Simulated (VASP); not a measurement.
Crystal: NaF.

```
Na F
1.0
     0.00000    2.32330    2.32330
     2.32330    0.00000    2.32330
     2.32330    2.32330    0.00000
Na F
1 1
Direct
  0.00000 0.00000 0.00000
  0.50000 0.50000 0.50000
```

Program: VASP 6.6.1. Alike in all runs: task single point; level PBE; potentials or basis VASP PAW PBE potentials, release 64 (Na_pv, F); no spin polarisation; cell as given; cutoff (eV) 520; smearing fermi-dirac 0.03 eV. Hardware: 1 thread of AMD EPYC 9R45 96-Core Processor (Zen 5) (shared host).

Problem. Order these runs on this cell by their wall time, lowest first.
A. k mesh 8 × 8 × 8
B. k mesh 15 × 15 × 15
C. k mesh 3 × 3 × 3

Solution. C (1.5 s), A (4.6 s), B (17 s).

Caveats: some runs use coarse meshes.
